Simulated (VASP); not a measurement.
# TaGe3 (Pm-3m) in VASP: notebook

TaGe3 is run at these levels: PBE; tasks: single point, relaxation of cell and atoms.

Program: VASP 6.6.1. These are calculated values, not measurements. Logs are shortened: lines on timing, memory, paths and dates and some standing lists are left out, and cuts for length are marked.

### Step 1. The cell of the first run

Symmetry: Pm-3m, No. 221, cubic system. The conventional cell has a = 4.088 Å, b = 4.088 Å, c = 4.088 Å, α = 90.00°, β = 90.00°, γ = 90.00°. Ta (site symmetry m-3m) has 12 Ge at 2.89 Å within 3.8 Å. Within 3.8 Å of Ge (site symmetry 4/mmm) lie 4 Ta at 2.89 Å and 8 Ge at 2.89 Å.

### Step 2. Single point, PBE

Input file INCAR:

```
SYSTEM = TaGe3
PREC = Accurate
ENCUT = 520
EDIFF = 1E-6
ISMEAR = 0
SIGMA = 0.1
LREAL = .False.
LASPH = .True.
NELM = 60
ALGO = Normal
ISIF = 2
LWAVE = .False.
LCHARG = .False.
GGA = PE
NBANDS = 34
```

Input file KPOINTS:

```
Automatic mesh
0
Gamma
  4 4 4
  0 0 0
```

Input file POSCAR:

```
TaGe3
1.0
    4.0880373810      0.0000000000      0.0000000000
    0.0000000000      4.0880373810      0.0000000000
    0.0000000000      0.0000000000      4.0880373810
Ta Ge
1 3
Direct
    0.0000000000      0.0000000000      0.0000000000
    0.0000000000      0.5000000000      0.5000000000
    0.5000000000      0.0000000000      0.5000000000
    0.5000000000      0.5000000000      0.0000000000
```

Potentials or basis: VASP PAW PBE potentials, release 64 (Ta_pv, Ge_d).

Started as:

```sh
cat potpaw_PBE.64/Ta_pv/POTCAR potpaw_PBE.64/Ge_d/POTCAR > POTCAR
mpirun -np 1 vasp_std > vasp.out
```

OUTCAR:

```text
SYSTEM = TaGe3
   PREC = Accurate
   ENCUT = 520
   EDIFF = 1E-6
   ISMEAR = 0
   LREAL = .False.
   LASPH = .True.
   NELM = 60
   ISIF = 2
   GGA = PE

 ion  position               nearest neighbor table
   1  0.000  0.000  0.000-   2 2.89   3 2.89   4 2.89   2 2.89   3 2.89   2 2.89   4 2.89   2 2.89
                             3 2.89   4 2.89   3 2.89   4 2.89
   2  0.000  0.500  0.500-   1 2.89   3 2.89   4 2.89   1 2.89   4 2.89   1 2.89   3 2.89   1 2.89
                             3 2.89   4 2.89   4 2.89   3 2.89
   3  0.500  0.000  0.500-   1 2.89   2 2.89   4 2.89   1 2.89   4 2.89   2 2.89   4 2.89   4 2.89
                             1 2.89   2 2.89   1 2.89   2 2.89
   4  0.500  0.500  0.000-   1 2.89   2 2.89   3 2.89   2 2.89   3 2.89   1 2.89   3 2.89   3 2.89
                             1 2.89   2 2.89   2 2.89   1 2.89

  LATTYP: Found a simple cubic cell.
 ALAT       =     4.0880373810

  Lattice vectors:

 A1 = (   4.0880373810,   0.0000000000,   0.0000000000)
 A2 = (   0.0000000000,   4.0880373810,   0.0000000000)
 A3 = (   0.0000000000,   0.0000000000,   4.0880373810)

Analysis of symmetry for initial positions (statically):
=====================================================================
 Subroutine PRICEL returns:
 Original cell was already a primitive cell.

 Routine SETGRP: Setting up the symmetry group for a
 simple cubic supercell.

 Subroutine GETGRP returns: Found 48 space group operations
 (whereof 48 operations were pure point group operations)
 out of a pool of 48 trial point group operations.

The static configuration has the point symmetry O_h .

Analysis of symmetry for dynamics (positions and initial velocities):
=====================================================================
 Subroutine PRICEL returns:
 Original cell was already a primitive cell.

 Routine SETGRP: Setting up the symmetry group for a
 simple cubic supercell.

 Subroutine GETGRP returns: Found 48 space group operations
 (whereof 48 operations were pure point group operations)
 out of a pool of 48 trial point group operations.

The dynamic configuration has the point symmetry O_h .

 Subroutine INISYM returns: Found 48 space group operations
 (whereof 48 operations are pure point group operations),
 and found     1 'primitive' translations

----------------------------------------------------------------------------------------

                                     Primitive cell

  volume of cell :      68.3195

  direct lattice vectors                    reciprocal lattice vectors
     4.088037381  0.000000000  0.000000000     0.244616159  0.000000000  0.000000000
     0.000000000  4.088037381  0.000000000     0.000000000  0.244616159  0.000000000
     0.000000000  0.000000000  4.088037381     0.000000000  0.000000000  0.244616159

  length of vectors
     4.088037381  4.088037381  4.088037381     0.244616159  0.244616159  0.244616159

  position of ions in fractional coordinates (direct lattice)
     0.000000000  0.000000000  0.000000000
     0.000000000  0.500000000  0.500000000
     0.500000000  0.000000000  0.500000000
     0.500000000  0.500000000  0.000000000

  ion indices of the primitive-cell ions
   primitive index   ion index
                 1           1
                 2           2
                 3           3
                 4           4

----------------------------------------------------------------------------------------

 KPOINTS: Automatic mesh

Automatic generation of k-mesh.
 Grid dimensions read from file:
 generate k-points for:    4    4    4

 Generating k-lattice:

  Cartesian coordinates                     Fractional coordinates (reciprocal lattice)
     0.061154040  0.000000000  0.000000000     0.250000000  0.000000000  0.000000000
     0.000000000  0.061154040  0.000000000     0.000000000  0.250000000  0.000000000
     0.000000000  0.000000000  0.061154040     0.000000000  0.000000000  0.250000000

  Length of vectors
     0.061154040  0.061154040  0.061154040

  Shift w.r.t. Gamma in fractional coordinates (k-lattice)
     0.000000000  0.000000000  0.000000000

 Subroutine IBZKPT returns following result:
 ===========================================

 Found     10 irreducible k-points:

 Following reciprocal coordinates:
            Coordinates               Weight
  0.000000  0.000000  0.000000      1.000000
  0.250000  0.000000  0.000000      6.000000
  0.500000  0.000000  0.000000      3.000000
  0.250000  0.250000  0.000000     12.000000
  0.500000  0.250000  0.000000     12.000000
  0.500000  0.500000  0.000000      3.000000
  0.250000  0.250000  0.250000      8.000000
  0.500000  0.250000  0.250000     12.000000
  0.500000  0.500000  0.250000      6.000000
  0.500000  0.500000  0.500000      1.000000
   k-points           NKPTS =     10   k-points in BZ     NKDIM =     10   number of bands    NBANDS=     34
   number of dos      NEDOS =    301   number of ions     NIONS =      4
   total plane-waves  NPLWV =  27000
   dimension x,y,z NGX =    30 NGY =   30 NGZ =   30
   dimension x,y,z NGXF=    60 NGYF=   60 NGZF=   60
   ions per type =               1   3
   NGX,Y,Z   is equivalent  to a cutoff of  12.20, 12.20, 12.20 a.u.
   NGXF,Y,Z  is equivalent  to a cutoff of  24.40, 24.40, 24.40 a.u.
 SYSTEM =  TaGe3
   PREC   = accura    normal or accurate (medium, high low for compatibility)
   ISTART =      0    job   : 0-new  1-cont  2-samecut
   ICHARG =      2    charge: 1-file 2-atom 10-const
   ISPIN  =      1    spin polarized calculation?
   LNONCOLLINEAR =      F non collinear calculations
   LSORBIT =      F    spin-orbit coupling
   LASPH  =      T    aspherical Exc in radial PAW
   ENCUT  =  520.0 eV  38.22 Ry    6.18 a.u.   7.60  7.60  7.60*2*pi/ulx,y,z
   NELM   =     60;   NELMIN=  2; NELMDL= -5     # of ELM steps
   EDIFF  = 0.1E-05   stopping-criterion for ELM
   LREAL  =      F    real-space projection
   EDIFFG = 0.1E-04   stopping-criterion for IOM
   NSW    =      0    number of steps for IOM
   IBRION =     -1    ionic relax: 0-MD 1-quasi-New 2-CG
   NFREE  =      0    steps in history (QN), initial steepest desc. (CG)
   ISIF   =      2    stress and relaxation
   ISYM   =      2    0-nonsym 1-usesym 2-fastsym
   POTIM  = 0.5000    time-step for ionic-motion
   TEBEG  =    0.0;   TEEND  =   0.0 temperature during run
   PSTRESS=    0.0 pullay stress
   NELECT =      53.0000    total number of electrons
   NUPDOWN=      -1.0000    fix difference up-down
   EMIN   =  10.00;   EMAX   =-10.00  energy-range for DOS
   EFERMI =   0.00;   METHOD = LEGACY
   ISMEAR =     0;   SIGMA  =   0.10  broadening in eV -4-tet -1-fermi 0-gaus
   EFERMI_NEDOS =   21; number of points for ismear=-14 and -15
   IALGO  =     38    algorithm
   IMIX   =      4    mixing-type and parameters
     AMIX     =   0.40;   BMIX     =  1.00
     AMIX_MAG =   1.60;   BMIX_MAG =  1.00
  volume/ion in A,a.u.               =      17.08       115.26
  Fermi-wavevector in a.u.,A,eV,Ry     =   1.504245  2.842611 30.786627  2.262753
  Thomas-Fermi vector in A             =   2.615250
   LORBIT       =      0    0 simple, 1 ext, 2 COOP (PROOUT), +10 PAW based schemes
   GGA     = PE    functional components
   LHFCALC =     F    Hartree Fock is set to
   AEXX    =    0.0000 exact exchange contribution
   IVDW    =     0    specifies the selected vdW correction
   LEPSILON=     F    determine dielectric tensor
   LRPA    =     F    only Hartree local field effects (RPA)
 non-spin polarized calculation
 Gauss-broadening in eV      SIGMA  =   0.10
  energy-cutoff  :      520.00
  volume of cell :       68.32
 maximum number of plane-waves:      1856
   NGX = 15   NGY = 15   NGZ = 15

 number of electron      52.9999971 magnetization

 Free energy of the ion-electron system (eV)
  ---------------------------------------------------
  ext. energy  EPLUGINS =         0.00000000
  ---------------------------------------------------
  free energy    TOTEN  =       -23.58230853 eV

  energy without entropy =      -23.55432143  energy(sigma->0) =      -23.56831498

 E-fermi :   8.0981     XC(G=0): -12.1011

 val. band max:        8.0550616944   @ k =   0.5000   0.2500   0.0000
 cond. band min:       8.1174480412   @ k =   0.5000   0.5000   0.2500
 fundamental gap:      0.0623863468
 Fermi energy:         8.0981163266

 k-point     1 :       0.0000    0.0000    0.0000
  band No.  band energies     occupation
      1     -27.2731      2.00000
      2     -27.2731      2.00000
      3     -27.2731      2.00000
      4     -17.0562      2.00000
      5     -17.0437      2.00000
      6     -17.0437      2.00000
[... 26 lines left out ...]
     33      10.1924      0.00000
     34      13.6668      0.00000

 k-point     2 :       0.2500    0.0000    0.0000
  band No.  band energies     occupation
      1     -27.2853      2.00000
      2     -27.2728      2.00000
      3     -27.2728      2.00000
      4     -17.0404      2.00000
      5     -17.0374      2.00000
      6     -17.0162      2.00000
[... 26 lines left out ...]
     33      11.4422      0.00000
     34      12.8658      0.00000

 k-point     3 :       0.5000    0.0000    0.0000
  band No.  band energies     occupation
      1     -27.2975      2.00000
      2     -27.2725      2.00000
      3     -27.2725      2.00000
      4     -17.0369      2.00000
      5     -17.0088      2.00000
      6     -16.9652      2.00000
[... 26 lines left out ...]
     33      14.3984      0.00000
     34      15.0204      0.00000
[... 186 lines left out ...]
 k-point     9 :       0.5000    0.5000    0.2500
  band No.  band energies     occupation
      1     -27.2921      2.00000
      2     -27.2921      2.00000
      3     -27.2811      2.00000
      4     -16.9970      2.00000
      5     -16.9970      2.00000
      6     -16.9953      2.00000
[... 26 lines left out ...]
     33      13.9850      0.00000
     34      13.9850      0.00000

 k-point    10 :       0.5000    0.5000    0.5000
  band No.  band energies     occupation
      1     -27.2903      2.00000
      2     -27.2903      2.00000
      3     -27.2903      2.00000
      4     -17.0058      2.00000
      5     -17.0058      2.00000
      6     -17.0058      2.00000
[... 26 lines left out ...]
     33      15.0184      0.00000
     34      15.0185      0.00000

------------------------ aborting loop because EDIFF is reached ----------------------------------------

  FORCE on cell =-STRESS in cart. coord.  units (eV):
  Direction    XX          YY          ZZ          XY          YZ          ZX
  --------------------------------------------------------------------------------------
  -------------------------------------------------------------------------------------
  Total        0.8505748      0.8505748      0.8505748      0.0000000     -0.0000000      0.0000000
  in kB       19.9470429     19.9470429     19.9470429      0.0000000     -0.0000000      0.0000000
  external PRESSURE =      19.9470429 kB  Pullay stress =       0.0000000 kB

 VOLUME and BASIS-vectors are now :
 -----------------------------------------------------------------------------
  energy-cutoff  :      520.00
  volume of cell :       68.32
      direct lattice vectors                 reciprocal lattice vectors
     4.088037381  0.000000000  0.000000000     0.244616159  0.000000000  0.000000000
     0.000000000  4.088037381  0.000000000     0.000000000  0.244616159  0.000000000
     0.000000000  0.000000000  4.088037381     0.000000000  0.000000000  0.244616159

 POSITION                                       TOTAL-FORCE (eV/Angst)
 -----------------------------------------------------------------------------------
      0.00000      0.00000      0.00000         0.000000      0.000000      0.000000
      0.00000      2.04402      2.04402         0.000000      0.000000      0.000000
      2.04402      0.00000      2.04402         0.000000      0.000000      0.000000
      2.04402      2.04402      0.00000         0.000000      0.000000      0.000000
 -----------------------------------------------------------------------------------
    total drift:                                0.000000      0.000000     -0.000000

  FREE ENERGIE OF THE ION-ELECTRON SYSTEM (eV)
  ---------------------------------------------------
  free  energy   TOTEN  =       -23.5823085269 eV

  energy  without entropy=      -23.5543214348  energy(sigma->0) =      -23.56831498
```

Run time: 12 s. Hardware: 1 thread of AMD EPYC 9R45 (Zen 5), shared host; peak memory 0.14 GiB.

What came out:

```
Free energy            : -23.5823 eV
Pressure               : 2.0 GPa
Band gap on the k mesh : zero (an odd number of electrons rules out a gap without spin polarisation)
```

Caveat: the k points lie up to 0.38 Å⁻¹ apart, too coarse for converged energies and pressures of a metal; spin-orbit coupling is left out, which moves the levels of the heavy elements.

### Step 3. Single point, PBE

This run uses another cell than the first one, of 17.54 Å³/atom.

Input file INCAR:

```
PREC = Accurate
ENCUT = 520
EDIFF = 1E-6
ISMEAR = 0
SIGMA = 0.1
LREAL = False
LASPH = True
NELM = 60
ALGO = Normal
ISIF = 2
LWAVE = False
LCHARG = False
GGA = PE
NBANDS = 34
```

Input file KPOINTS:

```
regular mesh
0
Gamma
  12 12 12
```

Input file POSCAR:

```
TaGe3
1.0
    4.1244390090      0.0000000000      0.0000000000
    0.0000000000      4.1244390090      0.0000000000
    0.0000000000      0.0000000000      4.1244390090
Ta Ge
1 3
Direct
    0.0000000000      0.0000000000      0.0000000000
    0.0000000000      0.5000000000      0.5000000000
    0.5000000000      0.0000000000      0.5000000000
    0.5000000000      0.5000000000      0.0000000000
```

Potentials or basis: VASP PAW PBE potentials, release 64 (Ta_pv, Ge_d).

Started as:

```sh
cat potpaw_PBE.64/Ta_pv/POTCAR potpaw_PBE.64/Ge_d/POTCAR > POTCAR
mpirun -np 1 vasp_std > vasp.out
```

Wall time 81 s (1 thread of AMD EPYC 9R45 (Zen 5), shared host); peak memory 0.26 GiB.

Results (log left out):

| Quantity | Value |
| --- | --- |
| Free energy | -23.7663 eV |
| Pressure | 0.1 GPa |
| Band gap on the k mesh | zero (an odd number of electrons rules out a gap without spin polarisation) |

Levels at points of the mesh, in eV from the Fermi level:
| k point | band 23 | band 24 | band 25 | band 26 | band 27 | band 28 | band 29 | band 30 |
| --- | --- | --- | --- | --- | --- | --- | --- | --- |
| (0.00, 0.00, 0.00) | -3.98 | -3.98 | -0.32 | -0.32 | -0.32 | 0.33 | 1.02 | 1.02 |
| (0.50, 0.00, 0.00) | -4.03 | -3.56 | -0.87 | -0.79 | -0.79 | -0.14 | 0.40 | 1.35 |
| (0.50, 0.50, 0.00) | -2.90 | -2.90 | -1.16 | -0.39 | 0.12 | 0.44 | 0.44 | 0.46 |
| (0.50, 0.50, 0.50) | -4.88 | -4.88 | -4.88 | -1.05 | 0.87 | 0.87 | 2.12 | 2.12 |

Caveat: spin-orbit coupling is left out, which moves the levels of the heavy elements.

### Step 4. Relaxation of cell and atoms, PBE

Input file INCAR:

```
ALGO = Normal ; EDIFF = 1E-6
EDIFFG = -0.01 ; ENCUT = 600
GGA = PE ; IBRION = 2
ISIF = 3 ; ISMEAR = 0
LASPH = T ; LCHARG = F
LREAL = F ; LWAVE = F
NELM = 60 ; NSW = 100
PREC = Accurate ; SIGMA = 0.1
```

Input file KPOINTS:

```
k-points
0
Gamma
  12 12 12
```

Input file POSCAR:

```
TaGe3
1.0
    4.0880373810      0.0000000000      0.0000000000
    0.0000000000      4.0880373810      0.0000000000
    0.0000000000      0.0000000000      4.0880373810
Ta Ge
1 3
Direct
    0.0000000000      0.0000000000      0.0000000000
    0.0000000000      0.5000000000      0.5000000000
    0.5000000000      0.0000000000      0.5000000000
    0.5000000000      0.5000000000      0.0000000000
```

Started as:

```sh
cat potpaw_PBE.64/Ta_pv/POTCAR potpaw_PBE.64/Ge_d/POTCAR > POTCAR
mpirun -np 1 vasp_std > vasp.out
```

Wall time 4.4 min (1 thread of AMD EPYC 9R45 (Zen 5), shared host); peak memory 0.32 GiB.

The run converged. Its results:

| Property | Result |
| --- | --- |
| Free energy | -23.7665 eV |
| Relaxed volume | 17.57 Å³/atom |
| Relaxed cell | a = 4.127 Å, b = 4.127 Å, c = 4.127 Å, α = 90.00°, β = 90.00°, γ = 90.00° |
| Space group after relaxing (to 0.1 Å) | Pm-3m (No. 221) |
| Energy gained by relaxing | 4.6 meV/atom |
| Ionic steps | 3 |
| Pressure after relaxing | -0.1 GPa |
| Band gap on the k mesh | zero (an odd number of electrons rules out a gap without spin polarisation) |

The path:
```
step  energy change (eV)  largest force (eV/Å)  pressure (GPa)  volume (Å³)
   1              0.0000                0.0000            3.08        68.32
   2             -0.0101                0.0000           -1.91        71.62
   3             -0.0183                0.0000           -0.08        70.27
```

Final structure:
```yaml
crystal:
  lattice:
    - [4.12657, 0.00000, 0.00000]
    - [0.00000, 4.12657, 0.00000]
    - [0.00000, 0.00000, 4.12657]
  atoms:
    - { symbol: Ta, position: [0.00000, 0.00000, 0.00000] }
    - { symbol: Ge, position: [0.00000, 0.50000, 0.50000] }
    - { symbol: Ge, position: [0.50000, 0.00000, 0.50000] }
    - { symbol: Ge, position: [0.50000, 0.50000, 0.00000] }
```

Levels at points of the mesh, in eV from the Fermi level:
| k point | band 24 | band 25 | band 26 | band 27 | band 28 | band 29 |
| --- | --- | --- | --- | --- | --- | --- |
| (0.00, 0.00, 0.00) | -3.97 | -0.32 | -0.32 | -0.32 | 0.33 | 1.01 |
| (0.50, 0.00, 0.00) | -3.55 | -0.87 | -0.79 | -0.79 | -0.14 | 0.40 |
| (0.50, 0.50, 0.00) | -2.89 | -1.16 | -0.39 | 0.12 | 0.44 | 0.44 |
| (0.50, 0.50, 0.50) | -4.87 | -4.87 | -1.06 | 0.87 | 0.87 | 2.12 |

Caveat: spin-orbit coupling is left out, which moves the levels of the heavy elements.

### Step 5. The runs side by side

| task | cell | k mesh | cutoff (eV) | gap on the mesh (eV) | pressure (GPa) |
| --- | --- | --- | --- | --- | --- |
| single point | a = 4.088 Å, 4 atoms | 4 × 4 × 4 | 520 | none | 2.0 |
| single point | a = 4.124 Å, 4 atoms | 12 × 12 × 12 | 520 | none | 0.1 |
| relaxation of cell and atoms | relaxed from a = 4.088 Å, 4 atoms | 12 × 12 × 12 | 600 | none | -0.1 |

Alike in all rows: level PBE; potentials or basis VASP PAW PBE potentials, release 64 (Ta_pv, Ge_d); no spin polarisation; smearing gaussian 0.1 eV.

Caveats: some runs use coarse meshes; spin-orbit coupling is left out, which moves the levels of the heavy elements.

Total energies depend on the potentials used, so only differences within one code and one set of settings carry meaning.
